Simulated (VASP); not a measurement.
# SiGe2N2 (P4/mbm) in VASP: notebook

The runs below take SiGe2N2 through single point, relaxation of cell and atoms, with PBE.

All numbers are computed with VASP 6.6.1; they aren't measurements. Logs are shortened: lines on timing, memory, paths and dates and some standing lists are left out, and cuts for length are marked.

### 1 The cell of the first run

Symmetry: P4/mbm, No. 127, tetragonal system. The conventional cell has a = 5.497 Å, b = 5.497 Å, c = 4.028 Å, α = 90.00°, β = 90.00°, γ = 90.00°. Within 3.8 Å of Si (site symmetry 4/m) lie 8 N at 2.88 Å and 8 Ge at 2.93 Å. Ge (site symmetry m2m) has 3 N at 1.56 to 1.65 Å within 2.1 Å. Within 2.1 Å of N (site symmetry m2m) lie 3 Ge at 1.56 to 1.65 Å.

### 2 Single point, PBE

The input, INCAR:

```
SYSTEM = SiGe2N2
PREC = Accurate
ENCUT = 520
EDIFF = 1E-6
ISMEAR = 0
SIGMA = 0.1
LREAL = .False.
LASPH = .True.
NELM = 100
ALGO = Normal
ISIF = 2
LWAVE = .False.
LCHARG = .False.
GGA = PE
NBANDS = 53
```

The input, KPOINTS:

```
Automatic mesh
0
Gamma
  4 4 4
  0 0 0
```

The input, POSCAR:

```
SiGe2N2
1.0
    5.4966775773      0.0000000000      0.0000000000
    0.0000000000      5.4966775773      0.0000000000
    0.0000000000      0.0000000000      4.0280817337
Si Ge N
2 4 4
Direct
    0.0000000000      0.0000000000      0.0000000000
    0.5000000000      0.5000000000      0.0000000000
    0.3613000000      0.8613000000      0.5000000000
    0.1387000000      0.3613000000      0.5000000000
    0.6387000000      0.1387000000      0.5000000000
    0.8613000000      0.6387000000      0.5000000000
    0.1601000000      0.6601000000      0.5000000000
    0.3399000000      0.1601000000      0.5000000000
    0.8399000000      0.3399000000      0.5000000000
    0.6601000000      0.8399000000      0.5000000000
```

Potentials or basis: VASP PAW PBE potentials, release 64 (Si, Ge_d, N).

Started as:

```bash
> cat potpaw_PBE.64/Si/POTCAR potpaw_PBE.64/Ge_d/POTCAR potpaw_PBE.64/N/POTCAR > POTCAR
> mpirun -np 1 vasp_std > vasp.out
```

OUTCAR:

```text
SYSTEM = SiGe2N2
   PREC = Accurate
   ENCUT = 520
   EDIFF = 1E-6
   ISMEAR = 0
   LREAL = .False.
   LASPH = .True.
   NELM = 100
   ISIF = 2
   GGA = PE

 ion  position               nearest neighbor table
   1  0.000  0.000  0.000-   3 2.93   4 2.93   5 2.93   6 2.93   3 2.93   4 2.93   5 2.93   6 2.93

   2  0.500  0.500  0.000-   3 2.93   4 2.93   5 2.93   6 2.93   3 2.93   4 2.93   5 2.93   6 2.93

   3  0.361  0.861  0.500-   7 1.56   8 1.65  10 1.65   5 2.16   1 2.93   2 2.93   1 2.93   2 2.93
[... 7 lines left out ...]
   7  0.160  0.660  0.500-   3 1.56   4 1.65   6 1.65
   8  0.340  0.160  0.500-   4 1.56   3 1.65   5 1.65
   9  0.840  0.340  0.500-   5 1.56   4 1.65   6 1.65
  10  0.660  0.840  0.500-   6 1.56   5 1.65   3 1.65

  LATTYP: Found a simple tetragonal cell.
 ALAT       =     5.4966775773
 C/A-ratio  =     0.7328211773

  Lattice vectors:

 A1 = (   5.4966775773,   0.0000000000,   0.0000000000)
 A2 = (   0.0000000000,   5.4966775773,   0.0000000000)
 A3 = (   0.0000000000,   0.0000000000,   4.0280817337)

Analysis of symmetry for initial positions (statically):
=====================================================================
 Subroutine PRICEL returns:
 Original cell was already a primitive cell.

 Routine SETGRP: Setting up the symmetry group for a
 simple tetragonal supercell.

 Subroutine GETGRP returns: Found 16 space group operations
 (whereof  8 operations were pure point group operations)
 out of a pool of 16 trial point group operations.

The static configuration has the point symmetry C_4h.
 The point group associated with its full space group is D_4h.

Analysis of symmetry for dynamics (positions and initial velocities):
=====================================================================
 Subroutine PRICEL returns:
 Original cell was already a primitive cell.

 Routine SETGRP: Setting up the symmetry group for a
 simple tetragonal supercell.

 Subroutine GETGRP returns: Found 16 space group operations
 (whereof  8 operations were pure point group operations)
 out of a pool of 16 trial point group operations.

The dynamic configuration has the point symmetry C_4h.
 The point group associated with its full space group is D_4h.

 Subroutine INISYM returns: Found 16 space group operations
 (whereof  8 operations are pure point group operations),
 and found     1 'primitive' translations

----------------------------------------------------------------------------------------

                                     Primitive cell

[... 109 lines left out ...]
   PSTRESS=    0.0 pullay stress
   NELECT =      84.0000    total number of electrons
   NUPDOWN=      -1.0000    fix difference up-down
   EMIN   =  10.00;   EMAX   =-10.00  energy-range for DOS
   EFERMI =   0.00;   METHOD = LEGACY
   ISMEAR =     0;   SIGMA  =   0.10  broadening in eV -4-tet -1-fermi 0-gaus
   EFERMI_NEDOS =   21; number of points for ismear=-14 and -15
   IALGO  =     38    algorithm
   IMIX   =      4    mixing-type and parameters
     AMIX     =   0.40;   BMIX     =  1.00
     AMIX_MAG =   1.60;   BMIX_MAG =  1.00
  volume/ion in A,a.u.               =      12.17        82.13
  Fermi-wavevector in a.u.,A,eV,Ry     =   1.446777  2.734012 28.479229  2.093164
  Thomas-Fermi vector in A             =   2.564807
   LORBIT       =      0    0 simple, 1 ext, 2 COOP (PROOUT), +10 PAW based schemes
   GGA     = PE    functional components
   LHFCALC =     F    Hartree Fock is set to
   AEXX    =    0.0000 exact exchange contribution
   IVDW    =     0    specifies the selected vdW correction
   LEPSILON=     F    determine dielectric tensor
   LRPA    =     F    only Hartree local field effects (RPA)
 non-spin polarized calculation
 Gauss-broadening in eV      SIGMA  =   0.10
  energy-cutoff  :      520.00
  volume of cell :      121.70
 maximum number of plane-waves:      3332
 NGX is ok and might be reduce to    42
   NGX = 21   NGY = 21   NGZ = 15

 number of electron      83.9999920 magnetization

 Free energy of the ion-electron system (eV)
  ---------------------------------------------------
  ext. energy  EPLUGINS =         0.00000000
  ---------------------------------------------------
  free energy    TOTEN  =       -35.85591059 eV

  energy without entropy =      -35.82958199  energy(sigma->0) =      -35.84274629

 E-fermi :   9.0694     XC(G=0): -11.5191

 val. band max:        9.0655243380   @ k =   0.2500   0.2500   0.0000
 cond. band min:       9.0741654620   @ k =   0.2500   0.0000   0.0000
 fundamental gap:      0.0086411240
 Fermi energy:         9.0694205512

 k-point     1 :       0.0000    0.0000    0.0000
  band No.  band energies     occupation
      1     -19.0220      2.00000
      2     -18.7758      2.00000
      3     -18.6824      2.00000
      4     -18.6824      2.00000
      5     -18.0189      2.00000
      6     -17.9717      2.00000
[... 997 lines left out ...]
     52      13.0848      0.00000
     53      16.6574      0.00000

------------------------ aborting loop because EDIFF is reached ----------------------------------------

  FORCE on cell =-STRESS in cart. coord.  units (eV):
  Direction    XX          YY          ZZ          XY          YZ          ZX
  --------------------------------------------------------------------------------------
  -------------------------------------------------------------------------------------
  Total       94.7510837     94.7510837     14.6320587      0.0000000     -0.0000000      0.0000000
  in kB     1247.3719342   1247.3719342    192.6270253      0.0000000     -0.0000000      0.0000000
  external PRESSURE =     895.7902979 kB  Pullay stress =       0.0000000 kB

 VOLUME and BASIS-vectors are now :
 -----------------------------------------------------------------------------
  energy-cutoff  :      520.00
  volume of cell :      121.70
      direct lattice vectors                 reciprocal lattice vectors
     5.496677577  0.000000000  0.000000000     0.181928080  0.000000000  0.000000000
     0.000000000  5.496677577  0.000000000     0.000000000  0.181928080  0.000000000
     0.000000000  0.000000000  4.028081734     0.000000000  0.000000000  0.248257127

 POSITION                                       TOTAL-FORCE (eV/Angst)
 -----------------------------------------------------------------------------------
      0.00000      0.00000      0.00000         0.000000     -0.000000     -0.000000
      2.74834      2.74834      0.00000         0.000000     -0.000000     -0.000000
      1.98595      4.73429      2.01404        -3.347431     -3.347431     -0.000000
      0.76239      1.98595      2.01404         3.347431     -3.347431     -0.000000
      3.51073      0.76239      2.01404         3.347431      3.347431     -0.000000
      4.73429      3.51073      2.01404        -3.347431      3.347431      0.000000
      0.88002      3.62836      2.01404        -2.120389     -2.120389     -0.000000
      1.86832      0.88002      2.01404         2.120389     -2.120389      0.000000
      4.61666      1.86832      2.01404         2.120389      2.120389     -0.000000
      3.62836      4.61666      2.01404        -2.120389      2.120389     -0.000000
 -----------------------------------------------------------------------------------
    total drift:                                0.000000      0.000000     -0.000000

  FREE ENERGIE OF THE ION-ELECTRON SYSTEM (eV)
  ---------------------------------------------------
  free  energy   TOTEN  =       -35.8559105935 eV

  energy  without entropy=      -35.8295819935  energy(sigma->0) =      -35.84274629
```

It took 50 s on 1 thread of Intel Xeon 6975P-C (Granite Rapids), shared host; peak memory 0.26 GiB.

Results:

```yaml
Free_energy: -35.8559 eV
Pressure: 89.6 GPa
Largest_force: 4.734 eV/Å
Band_gap_on_the_k_mesh: zero (band 42 reaches 9.28 eV, above the bottom of band 43 at 8.76 eV)
```

Forces on the atoms (eV/Å):
```
Si   0.000  0.000  0.000
Si   0.000  0.000  0.000
Ge  -3.347 -3.347  0.000
Ge   3.347 -3.347  0.000
Ge   3.347  3.347  0.000
Ge  -3.347  3.347  0.000
N   -2.120 -2.120  0.000
N    2.120 -2.120  0.000
N    2.120  2.120  0.000
N   -2.120  2.120  0.000
```

Caveat: the k points lie up to 0.39 Å⁻¹ apart; forces of over 1 eV/Å act on the atoms, so gaps and moduli don't describe the material at rest.

### 3 Single point, PBE

This run uses another cell than the first one, of 14.39 Å³/atom, 1.183 times its volume.

The input, INCAR:

```
ALGO = Normal ; EDIFF = 1E-6
ENCUT = 520 ; GGA = PE
ISIF = 2 ; ISMEAR = 0
LASPH = True ; LCHARG = False
LREAL = False ; LWAVE = False
NBANDS = 53 ; NELM = 60
PREC = Accurate ; SIGMA = 0.1
```

The input, KPOINTS:

```
k-points
0
Gamma
  4 4 4
```

The input, POSCAR:

```
SiGe2N2
1.0
    6.5828830496      0.0000000000      0.0000000000
    0.0000000000      6.5828830496      0.0000000000
    0.0000000000      0.0000000000      3.3210104698
Si Ge N
2 4 4
Direct
    0.0000000000      0.0000000000      0.0000000000
    0.5000000000      0.5000000000      0.0000000000
    0.3412082279      0.8412082279      0.5000000000
    0.1587917721      0.3412082279      0.5000000000
    0.6587917721      0.1587917721      0.5000000000
    0.8412082279      0.6587917721      0.5000000000
    0.1358739887      0.6358739887      0.5000000000
    0.3641260113      0.1358739887      0.5000000000
    0.8641260113      0.3641260113      0.5000000000
    0.6358739887      0.8641260113      0.5000000000
```

Potentials or basis: VASP PAW PBE potentials, release 64 (Si, Ge_d, N).

Started as:

```bash
> cat potpaw_PBE.64/Si/POTCAR potpaw_PBE.64/Ge_d/POTCAR potpaw_PBE.64/N/POTCAR > POTCAR
> mpirun -np 1 vasp_std > vasp.out
```

Run time: 65 s. Hardware: 1 thread of Intel Xeon 6975P-C (Granite Rapids), shared host; peak memory 0.3 GiB.

The run converged. Its results:

```yaml
Free_energy: -52.0712 eV
Pressure: -0.1 GPa
Largest_force: 0.047 eV/Å
Band_gap_on_the_k_mesh: zero (band 42 reaches 7.49 eV, above the bottom of band 43 at 6.05 eV)
```

Forces in eV/Å, atoms in the order of the input:
```
Si   0.000  0.000  0.000
Si   0.000  0.000  0.000
Ge  -0.033 -0.033  0.000
Ge   0.033 -0.033  0.000
Ge   0.033  0.033  0.000
Ge  -0.033  0.033  0.000
N    0.020  0.020  0.000
N   -0.020  0.020  0.000
N   -0.020 -0.020  0.000
N    0.020 -0.020  0.000
```

Stress tensor (GPa, compression positive):
```
-0.02  0.00  0.00
 0.00 -0.02  0.00
 0.00  0.00 -0.16
```

Levels at points of the mesh, in eV from the Fermi level:
```csv
k point,band 38,band 39,band 40,band 41,band 42,band 43,band 44,band 45,band 46,band 47
"(0.00, 0.00, 0.00)",-2.00,-1.71,-1.71,-1.49,0.29,0.75,0.75,2.62,2.62,2.79
"(0.50, 0.00, 0.00)",-1.57,-1.02,-1.02,-0.63,-0.63,0.84,0.84,2.62,2.62,2.69
"(0.50, 0.50, 0.00)",-2.58,-1.84,-1.84,1.00,1.00,1.07,1.07,2.51,2.51,3.38
"(0.00, 0.00, 0.50)",-3.36,-3.16,-1.81,-1.81,-1.56,-0.07,0.91,0.91,1.22,1.50
"(0.50, 0.00, 0.50)",-4.08,-1.48,-1.48,-1.47,-1.47,0.43,0.43,0.96,0.96,2.38
"(0.50, 0.50, 0.50)",-2.40,-2.29,-2.29,-0.19,-0.19,-0.13,-0.13,-0.08,-0.08,0.10
```

Caveat: the k points lie up to 0.47 Å⁻¹ apart.

### 4 Single point, PBE

This run uses another cell than the first one, of 14.40 Å³/atom, 1.183 times its volume.

The input, INCAR:

```
PREC = Accurate
ENCUT = 520
EDIFF = 1E-7
ISMEAR = 0
SIGMA = 0.1
LREAL = False
LASPH = True
NELM = 60
ALGO = Normal
ISIF = 2
LWAVE = False
LCHARG = False
GGA = PE
NBANDS = 53
```

The input, KPOINTS:

```
regular mesh
0
Gamma
  4 4 6
```

The input, POSCAR:

```
SiGe2N2
1.0
    6.6097254578      0.0000000000      0.0000000000
    0.0000000000      6.6097254578      0.0000000000
    0.0000000000      0.0000000000      3.2964091630
Si Ge N
2 4 4
Direct
    0.0000000000      0.0000000000      0.0000000000
    0.5000000000      0.5000000000      0.0000000000
    0.3405670948      0.8405670948      0.5000000000
    0.1594329052      0.3405670948      0.5000000000
    0.6594329052      0.1594329052      0.5000000000
    0.8405670948      0.6594329052      0.5000000000
    0.1352994502      0.6352994502      0.5000000000
    0.3647005498      0.1352994502      0.5000000000
    0.8647005498      0.3647005498      0.5000000000
    0.6352994502      0.8647005498      0.5000000000
```

Started as:

```bash
> cat potpaw_PBE.64/Si/POTCAR potpaw_PBE.64/Ge_d/POTCAR potpaw_PBE.64/N/POTCAR > POTCAR
> mpirun -np 1 vasp_std > vasp.out
```

Run time: 1.7 min. Hardware: 1 thread of Intel Xeon 6975P-C (Granite Rapids), shared host; peak memory 0.33 GiB.

It converged, with:

| Property | Result |
| --- | --- |
| Free energy | -52.0330 eV |
| Pressure | -0.2 GPa |
| Largest force | 0.012 eV/Å |
| Band gap on the k mesh | zero (band 42 reaches 7.46 eV, above the bottom of band 43 at 5.80 eV) |

Forces in eV/Å, atoms in the order of the input:
```
Si   0.000  0.000  0.000
Si   0.000  0.000  0.000
Ge  -0.005 -0.005  0.000
Ge   0.005 -0.005  0.000
Ge   0.005  0.005  0.000
Ge  -0.005  0.005  0.000
N    0.009  0.009  0.000
N   -0.009  0.009  0.000
N   -0.009 -0.009  0.000
N    0.009 -0.009  0.000
```

Levels at points of the mesh, in eV from the Fermi level:
| k point | band 39 | band 40 | band 41 | band 42 | band 43 | band 44 | band 45 | band 46 |
| --- | --- | --- | --- | --- | --- | --- | --- | --- |
| (0.00, 0.00, 0.00) | -1.56 | -1.56 | -1.54 | 0.28 | 0.81 | 0.81 | 2.61 | 2.61 |
| (0.50, 0.00, 0.00) | -0.99 | -0.99 | -0.60 | -0.60 | 0.86 | 0.86 | 2.69 | 2.69 |
| (0.50, 0.50, 0.00) | -1.68 | -1.68 | 1.05 | 1.05 | 1.11 | 1.11 | 2.70 | 2.70 |
| (0.00, 0.00, 0.50) | -3.09 | -1.76 | -1.76 | -1.54 | -0.04 | 0.95 | 0.95 | 1.22 |
| (0.50, 0.00, 0.50) | -1.45 | -1.45 | -1.42 | -1.42 | 0.47 | 0.47 | 0.98 | 0.98 |
| (0.50, 0.50, 0.50) | -2.25 | -2.25 | -0.18 | -0.18 | -0.10 | -0.10 | -0.08 | -0.08 |

### 5 Single point, PBE

This run uses another cell than the first one, of 14.41 Å³/atom, 1.184 times its volume.

The input, INCAR:

```
SYSTEM = SiGe2N2
ALGO     = Normal         ! electronic algorithm
EDIFF    = 1E-6           ! SCF threshold, eV
ENCUT    = 520            ! plane-wave cutoff, eV
GGA      = PE             ! functional
ISIF     = 2              ! what is computed and relaxed
ISMEAR   = 0              ! smearing method
LASPH    = .True.         ! aspherical terms in the spheres
LCHARG   = .True.         ! write CHGCAR
LELF     = .True.         ! ELF
LREAL    = .False.        ! projectors in reciprocal space
LVHAR    = .True.       
LWAVE    = .False.        ! write WAVECAR
NBANDS   = 53             ! bands
NELM     = 60             ! most SCF steps
PREC     = Accurate       ! precision mode
SIGMA    = 0.1            ! smearing width, eV
```

The input, KPOINTS:

```
k-points
0
Gamma
  6 6 12
  0 0 0
```

The input, POSCAR:

```
SiGe2N2
1.0
    6.6085844637      0.0000000000      0.0000000000
    0.0000000000      6.6085844637      0.0000000000
    0.0000000000      0.0000000000      3.3004363640
Si Ge N
2 4 4
Direct
    0.0000000000      0.0000000000      0.0000000000
    0.5000000000      0.5000000000      0.0000000000
    0.3407940002      0.8407940002      0.5000000000
    0.1592059998      0.3407940002      0.5000000000
    0.6592059998      0.1592059998      0.5000000000
    0.8407940002      0.6592059998      0.5000000000
    0.1355766293      0.6355766293      0.5000000000
    0.3644233707      0.1355766293      0.5000000000
    0.8644233707      0.3644233707      0.5000000000
    0.6355766293      0.8644233707      0.5000000000
```

Started as:

```bash
> cat potpaw_PBE.64/Si/POTCAR potpaw_PBE.64/Ge_d/POTCAR potpaw_PBE.64/N/POTCAR > POTCAR
> mpirun -np 1 vasp_std > vasp.out
```

Run time: 11 min. Hardware: 1 thread of Oxide Virtual Turin-like, shared host; peak memory 0.49 GiB.

It converged, with:

```
Free energy            : -52.0519 eV
Pressure               : -0.2 GPa
Largest force          : 0.012 eV/Å
Band gap on the k mesh : zero (band 42 reaches 7.44 eV, above the bottom of band 43 at 5.86 eV)
```

Forces on the atoms (eV/Å):
```
Si   0.000  0.000  0.000
Si   0.000  0.000  0.000
Ge  -0.009 -0.009  0.000
Ge   0.009 -0.009  0.000
Ge   0.009  0.009  0.000
Ge  -0.009  0.009  0.000
N    0.008  0.008  0.000
N   -0.008  0.008  0.000
N   -0.008 -0.008  0.000
N    0.008 -0.008  0.000
```

Stress tensor (GPa, compression positive):
```
-0.23  0.00  0.00
 0.00 -0.23  0.00
 0.00  0.00 -0.15
```

Levels at points of the mesh, in eV from the Fermi level:
```tsv
k point	band 38	band 39	band 40	band 41	band 42	band 43	band 44	band 45	band 46	band 47
(0.00, 0.00, 0.00)	-1.98	-1.62	-1.62	-1.58	0.26	0.78	0.78	2.57	2.57	2.96
(0.50, 0.00, 0.00)	-1.49	-1.03	-1.03	-0.63	-0.63	0.82	0.82	2.65	2.65	2.76
(0.50, 0.50, 0.00)	-2.59	-1.74	-1.74	1.00	1.00	1.07	1.07	2.64	2.64	3.37
(0.00, 0.00, 0.50)	-3.37	-3.13	-1.80	-1.80	-1.58	-0.07	0.91	0.91	1.18	1.52
(0.50, 0.00, 0.50)	-4.06	-1.48	-1.48	-1.46	-1.46	0.43	0.43	0.94	0.94	2.38
(0.50, 0.50, 0.50)	-2.37	-2.28	-2.28	-0.22	-0.22	-0.14	-0.14	-0.11	-0.11	0.13
```

[end of part 1 of 2]
